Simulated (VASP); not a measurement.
# Al (Fm-3m) in VASP: further runs

The runs below take Al through single point, with PBEsol.

Everything below comes from runs of VASP 6.6.1. Logs are shortened: lines on timing, memory, paths and dates and some standing lists are left out, and cuts for length are marked.

**1. The cell of the first run**

It takes space group Fm-3m (No. 225, cubic). The conventional cell has a = 4.021 Å, b = 4.021 Å, c = 4.021 Å, α = 90.00°, β = 90.00°, γ = 90.00°. Al (site symmetry m-3m) has 12 Al at 2.84 Å within 3.7 Å.

**2. Single point, PBEsol**

INCAR reads:

```
  ALGO = Normal
  EDIFF = 1E-6
  ENCUT = 500
  GGA = PS
  GGA_COMPAT = F
  ISIF = 2
  ISMEAR = 1
  LASPH = T
  LCHARG = T
  LELF = T
  LREAL = F
  LVHAR = T
  LWAVE = F
  NBANDS = 14
  NELM = 120
  PREC = Accurate
  SIGMA = 0.1
```

KPOINTS reads:

```
k-points
0
Gamma
  4 4 4
```

POSCAR reads:

```
Al
1.0
    4.0209467305      0.0000000000      0.0000000000
    0.0000000000      4.0209467305      0.0000000000
    0.0000000000      0.0000000000      4.0209467305
Al
4
Direct
    0.0000000000      0.0000000000      0.0000000000
    0.0000000000      0.5000000000      0.5000000000
    0.5000000000      0.0000000000      0.5000000000
    0.5000000000      0.5000000000      0.0000000000
```

Potentials or basis: VASP PAW PBE potentials, release 64 (Al).

The run is started by

```
$ cat potpaw_PBE.64/Al/POTCAR > POTCAR
$ mpirun -np 1 vasp_std > vasp.out
```

OUTCAR:

```text
EDIFF = 1E-6
   ENCUT = 500
   GGA = PS
   ISIF = 2
   ISMEAR = 1
   LASPH = T
   LREAL = F
   NELM = 120
   PREC = Accurate

 ion  position               nearest neighbor table
   1  0.000  0.000  0.000-   2 2.84   3 2.84   4 2.84   2 2.84   3 2.84   2 2.84   4 2.84   2 2.84
                             3 2.84   4 2.84   3 2.84   4 2.84
   2  0.000  0.500  0.500-   1 2.84   3 2.84   4 2.84   1 2.84   4 2.84   1 2.84   3 2.84   1 2.84
                             3 2.84   4 2.84   4 2.84   3 2.84
   3  0.500  0.000  0.500-   1 2.84   2 2.84   4 2.84   1 2.84   4 2.84   2 2.84   4 2.84   4 2.84
                             1 2.84   2 2.84   1 2.84   2 2.84
   4  0.500  0.500  0.000-   1 2.84   2 2.84   3 2.84   2 2.84   3 2.84   1 2.84   3 2.84   3 2.84
                             1 2.84   2 2.84   2 2.84   1 2.84

  LATTYP: Found a simple cubic cell.
 ALAT       =     4.0209467305

  Lattice vectors:

 A1 = (   4.0209467305,   0.0000000000,   0.0000000000)
 A2 = (   0.0000000000,   4.0209467305,   0.0000000000)
 A3 = (   0.0000000000,   0.0000000000,   4.0209467305)

Analysis of symmetry for initial positions (statically):
=====================================================================
 Subroutine PRICEL returns following result:

  LATTYP: Found a face centered cubic cell.
 ALAT       =     4.0209467305

  Lattice vectors:

 A1 = (   2.0104733653,  -2.0104733653,   0.0000000000)
 A2 = (   2.0104733653,   0.0000000000,   2.0104733653)
 A3 = (   0.0000000000,  -2.0104733653,   2.0104733653)

   4 primitive cells build up your supercell.

 Routine SETGRP: Setting up the symmetry group for a
 simple cubic supercell.

 Subroutine GETGRP returns: Found 48 space group operations
 (whereof 48 operations were pure point group operations)
 out of a pool of 48 trial point group operations.

The static configuration has the point symmetry O_h .

Analysis of symmetry for dynamics (positions and initial velocities):
=====================================================================
 Subroutine PRICEL returns following result:

  LATTYP: Found a face centered cubic cell.
 ALAT       =     4.0209467305

  Lattice vectors:

 A1 = (   2.0104733653,  -2.0104733653,   0.0000000000)
 A2 = (   2.0104733653,   0.0000000000,   2.0104733653)
 A3 = (   0.0000000000,  -2.0104733653,   2.0104733653)

   4 primitive cells build up your supercell.

 Routine SETGRP: Setting up the symmetry group for a
 simple cubic supercell.

 Subroutine GETGRP returns: Found 48 space group operations
 (whereof 48 operations were pure point group operations)
 out of a pool of 48 trial point group operations.

The dynamic configuration has the point symmetry O_h .

 Subroutine INISYM returns: Found 48 space group operations
 (whereof 48 operations are pure point group operations),
 and found     4 'primitive' translations

----------------------------------------------------------------------------------------

                                     Primitive cell

  volume of cell :      16.2527

  direct lattice vectors                    reciprocal lattice vectors
     2.010473365 -2.010473365  0.000000000     0.248697649 -0.248697649 -0.248697649
     2.010473365  0.000000000  2.010473365     0.248697649  0.248697649  0.248697649
     0.000000000 -2.010473365  2.010473365    -0.248697649 -0.248697649  0.248697649

  length of vectors
     2.843238700  2.843238700  2.843238700     0.430756964  0.430756964  0.430756964

  position of ions in fractional coordinates (direct lattice)
     0.000000000  0.000000000  0.000000000

  ion indices of the primitive-cell ions
   primitive index   ion index
                 1           1

----------------------------------------------------------------------------------------

 KPOINTS: k-points

Automatic generation of k-mesh.
 Grid dimensions read from file:
 generate k-points for:    4    4    4

 Generating k-lattice:

  Cartesian coordinates                     Fractional coordinates (reciprocal lattice)
     0.062174412  0.000000000  0.000000000     0.250000000  0.000000000  0.000000000
     0.000000000  0.062174412  0.000000000     0.000000000  0.250000000  0.000000000
     0.000000000  0.000000000  0.062174412     0.000000000  0.000000000  0.250000000

  Length of vectors
     0.062174412  0.062174412  0.062174412

  Shift w.r.t. Gamma in fractional coordinates (k-lattice)
     0.000000000  0.000000000  0.000000000

 Subroutine IBZKPT returns following result:
 ===========================================

 Found     10 irreducible k-points:

 Following reciprocal coordinates:
            Coordinates               Weight
  0.000000  0.000000  0.000000      1.000000
  0.250000  0.000000  0.000000      6.000000
  0.500000  0.000000  0.000000      3.000000
  0.250000  0.250000  0.000000     12.000000
  0.500000  0.250000  0.000000     12.000000
  0.500000  0.500000  0.000000      3.000000
  0.250000  0.250000  0.250000      8.000000
  0.500000  0.250000  0.250000     12.000000
  0.500000  0.500000  0.250000      6.000000
  0.500000  0.500000  0.500000      1.000000
   k-points           NKPTS =     10   k-points in BZ     NKDIM =     10   number of bands    NBANDS=     14
   number of dos      NEDOS =    301   number of ions     NIONS =      4
   total plane-waves  NPLWV =  27000
   dimension x,y,z NGX =    30 NGY =   30 NGZ =   30
   dimension x,y,z NGXF=    60 NGYF=   60 NGZF=   60
   ions per type =               4
   NGX,Y,Z   is equivalent  to a cutoff of  12.40, 12.40, 12.40 a.u.
   NGXF,Y,Z  is equivalent  to a cutoff of  24.81, 24.81, 24.81 a.u.
 SYSTEM =  unknown system
   PREC   = accura    normal or accurate (medium, high low for compatibility)
   ISTART =      0    job   : 0-new  1-cont  2-samecut
   ICHARG =      2    charge: 1-file 2-atom 10-const
   ISPIN  =      1    spin polarized calculation?
   LNONCOLLINEAR =      F non collinear calculations
   LSORBIT =      F    spin-orbit coupling
   LASPH  =      T    aspherical Exc in radial PAW
   ENCUT  =  500.0 eV  36.75 Ry    6.06 a.u.   7.33  7.33  7.33*2*pi/ulx,y,z
   NELM   =    120;   NELMIN=  2; NELMDL= -5     # of ELM steps
   EDIFF  = 0.1E-05   stopping-criterion for ELM
   LREAL  =      F    real-space projection
[... 7 lines left out ...]
   TEBEG  =    0.0;   TEEND  =   0.0 temperature during run
   PSTRESS=    0.0 pullay stress
   NELECT =      12.0000    total number of electrons
   NUPDOWN=      -1.0000    fix difference up-down
   EMIN   =  10.00;   EMAX   =-10.00  energy-range for DOS
   EFERMI =   0.00;   METHOD = LEGACY
   ISMEAR =     1;   SIGMA  =   0.10  broadening in eV -4-tet -1-fermi 0-gaus
   EFERMI_NEDOS =   21; number of points for ismear=-14 and -15
   IALGO  =     38    algorithm
   IMIX   =      4    mixing-type and parameters
     AMIX     =   0.40;   BMIX     =  1.00
     AMIX_MAG =   1.60;   BMIX_MAG =  1.00
  volume/ion in A,a.u.               =      16.25       109.68
  Fermi-wavevector in a.u.,A,eV,Ry     =   0.932124  1.761459 11.821487  0.868855
  Thomas-Fermi vector in A             =   2.058689
   LORBIT       =      0    0 simple, 1 ext, 2 COOP (PROOUT), +10 PAW based schemes
   GGA     = PS    functional components
   LHFCALC =     F    Hartree Fock is set to
   AEXX    =    0.0000 exact exchange contribution
   IVDW    =     0    specifies the selected vdW correction
   LEPSILON=     F    determine dielectric tensor
   LRPA    =     F    only Hartree local field effects (RPA)
 non-spin polarized calculation
 Methfessel and Paxton  Order N= 1 SIGMA  =   0.10
  energy-cutoff  :      500.00
  volume of cell :       65.01
 maximum number of plane-waves:      1671
 NGX is ok and might be reduce to    30
   NGX = 15   NGY = 15   NGZ = 15

 number of electron      12.0000000 magnetization

 Free energy of the ion-electron system (eV)
  ---------------------------------------------------
  ext. energy  EPLUGINS =         0.00000000
  ---------------------------------------------------
  free energy    TOTEN  =       -16.30371309 eV

  energy without entropy =      -16.28907631  energy(sigma->0) =      -16.29883416

 E-fermi :   7.7610     XC(G=0): -10.3117

 val. band max:        7.7346550139   @ k =   0.2500   0.2500   0.0000
 cond. band min:       7.7687846157   @ k =   0.5000   0.2500   0.0000
 fundamental gap:      0.0341296019
 Fermi energy:         7.7610020067

 k-point     1 :       0.0000    0.0000    0.0000
  band No.  band energies     occupation
      1      -3.1265      2.00000
      2       5.1523      2.00000
      3       5.1523      2.00000
      4       5.1523      2.00000
      5       6.4966      2.00000
      6       6.4966      2.00000
      7       6.4966      2.00000
      8      13.3637      0.00000
      9      13.3637      0.00000
     10      13.3637      0.00000
     11      13.7659      0.00000
     12      13.7659      0.00000
     13      13.7659      0.00000
     14      13.7659      0.00000

 k-point     2 :       0.2500    0.0000    0.0000
  band No.  band energies     occupation
      1      -2.5555      2.00000
      2       1.9220      2.00000
      3       5.6745      2.00000
      4       5.6745      2.00000
      5       7.0398      2.00000
      6       7.0398      2.00000
      7       9.8694      0.00000
      8       9.8694      0.00000
      9      10.7115      0.00000
     10      11.4491      0.00000
     11      11.4491      0.00000
     12      13.9273      0.00000
     13      14.2489      0.00000
     14      14.2489      0.00000
[... 105 lines left out ...]
      1       1.9286      2.00000
      2       1.9286      2.00000
      3       1.9286      2.00000
      4       1.9286      2.00000
      5       6.2883      2.00000
      6       6.2883      2.00000
      7       6.2883      2.00000
      8       6.2883      2.00000
      9      14.8784      0.00000
     10      14.8784      0.00000
     11      14.8784      0.00000
     12      14.8784      0.00000
     13      18.1647      0.00000
     14      18.1647      0.00000

 k-point    10 :       0.5000    0.5000    0.5000
  band No.  band energies     occupation
      1       3.4534      2.00000
      2       3.4534      2.00000
      3       3.4534      2.00000
      4       3.4534      2.00000
      5       3.7120      2.00000
      6       3.7120      2.00000
      7       3.7120      2.00000
      8       3.7120      2.00000
      9      19.6123      0.00000
     10      19.6123      0.00000
     11      19.6123      0.00000
     12      19.6124      0.00000
     13      19.6125      0.00000
     14      19.6127      0.00000

------------------------ aborting loop because EDIFF is reached ----------------------------------------

  FORCE on cell =-STRESS in cart. coord.  units (eV):
  Direction    XX          YY          ZZ          XY          YZ          ZX
  --------------------------------------------------------------------------------------
  -------------------------------------------------------------------------------------
  Total        0.0934132      0.0934132      0.0934132     -0.0000000      0.0000000     -0.0000000
  in kB        2.3021513      2.3021513      2.3021513     -0.0000000      0.0000000     -0.0000000
  external PRESSURE =       2.3021513 kB  Pullay stress =       0.0000000 kB

 VOLUME and BASIS-vectors are now :
 -----------------------------------------------------------------------------
  energy-cutoff  :      500.00
  volume of cell :       65.01
      direct lattice vectors                 reciprocal lattice vectors
     4.020946731  0.000000000  0.000000000     0.248697649  0.000000000  0.000000000
     0.000000000  4.020946731  0.000000000     0.000000000  0.248697649  0.000000000
     0.000000000  0.000000000  4.020946731     0.000000000  0.000000000  0.248697649

 POSITION                                       TOTAL-FORCE (eV/Angst)
 -----------------------------------------------------------------------------------
      0.00000      0.00000      0.00000         0.000000      0.000000     -0.000000
      0.00000      2.01047      2.01047         0.000000     -0.000000      0.000000
      2.01047      0.00000      2.01047        -0.000000     -0.000000      0.000000
      2.01047      2.01047      0.00000         0.000000      0.000000     -0.000000
 -----------------------------------------------------------------------------------
    total drift:                                0.000000     -0.000000      0.000000

  FREE ENERGIE OF THE ION-ELECTRON SYSTEM (eV)
  ---------------------------------------------------
  free  energy   TOTEN  =       -16.3037130863 eV

  energy  without entropy=      -16.2890763051  energy(sigma->0) =      -16.29883416
```

Wall time 12 s (1 thread of Intel Xeon 8259CL, shared host); peak memory 0.15 GiB.

Results:

```
Free energy            : -16.3037 eV
Pressure               : 0.2 GPa
Band gap on the k mesh : zero (band 6 reaches 9.34 eV, above the bottom of band 7 at 3.71 eV)
```

Caveat: the k points lie up to 0.39 Å⁻¹ apart; the PAW data sets were made with another functional, which shifts forces and pressure a little.

**3. Single point, PBEsol**

This run uses another cell than the first one, of 16.12 Å³/atom, 0.992 times its volume.

INCAR reads:

```
SYSTEM = Al
ALGO = Normal
EDIFF = 1E-6
ENCUT = 500
GGA = PS
GGA_COMPAT = .FALSE.
ISIF = 2
ISMEAR = 1
LASPH = .TRUE.
LCHARG = .FALSE.
LREAL = .FALSE.
LWAVE = .FALSE.
NBANDS = 14
NELM = 120
PREC = Accurate
SIGMA = 0.1
```

KPOINTS reads:

```
k-points
0
G
  5 5 5
  0 0 0
```

POSCAR reads:

```
Al
1.0
    4.0102467837      0.0000000000      0.0000000000
    0.0000000000      4.0102467837      0.0000000000
    0.0000000000      0.0000000000      4.0102467837
Al
4
Direct
    0.0000000000      0.0000000000      0.0000000000
    0.0000000000      0.5000000000      0.5000000000
    0.5000000000      0.0000000000      0.5000000000
    0.5000000000      0.5000000000      0.0000000000
```

Potentials or basis: VASP PAW PBE potentials, release 64 (Al).

The run is started by

```
$ cat potpaw_PBE.64/Al/POTCAR > POTCAR
$ mpirun -np 1 vasp_std > vasp.out
```

It took 11 s on 1 thread of Intel Xeon 8259CL, shared host; peak memory 0.16 GiB.

Results (log left out):

```yaml
Free_energy: -16.3737 eV
Pressure: 0.2 GPa
Band_gap_on_the_k_mesh: zero (band 6 reaches 9.47 eV, above the bottom of band 7 at 4.79 eV)
```

Levels at points of the mesh, in eV from the Fermi level:
```tsv
k point	band 4	band 5	band 6	band 7	band 8	band 9
(0.00, 0.00, 0.00)	-3.13	-1.77	-1.77	-1.77	5.10	5.10
```

Caveat: the PAW data sets were made with another functional, which shifts forces and pressure a little.
